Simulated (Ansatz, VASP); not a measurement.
# One calculation of NbSiO4, two programs

```
Nb Si O
1.0
     5.19059    0.00000    0.00000
     0.00000    5.19059    0.00000
     0.00000    0.00000    5.27304
Nb Si O
1 1 4
Direct
  0.50000 0.50000 0.00000
  0.50000 0.50000 0.50000
  0.87434 0.50000 0.00000
  0.12566 0.50000 0.00000
  0.50000 0.87434 0.00000
  0.50000 0.12566 0.00000
```

Alike in both runs: task relaxation of cell and atoms; functional PBE; k mesh 8 × 8 × 8; occupations gaussian, width 0.1 eV; no spin polarisation.

```csv
,VASP,Ansatz
version,VASP 6.6.1,Ansatz 0.2.0
potentials or method,"VASP PAW PBE potentials, release 64 (Nb_sv, Si, O), cutoff 600 eV","scalar-relativistic, plane waves, PAW"
valence electrons in the cell,41,41
```

|  | VASP | Ansatz | Ansatz less VASP |
| --- | --- | --- | --- |
| gap on the k mesh at the Fermi level, each at its own relaxed structure (eV) | none | none | - |
| relaxed volume (Å³/atom) | 23.83 | 23.87 | +0.032 |
| relaxed length of the cell vector where the two differ most in proportion (Å) | 5.293 | 5.297 | +0.0044 |

A gap of «none» marks a metal or a gap that the smearing closes. Ansatz's warnings: xc potential rough in thin density.
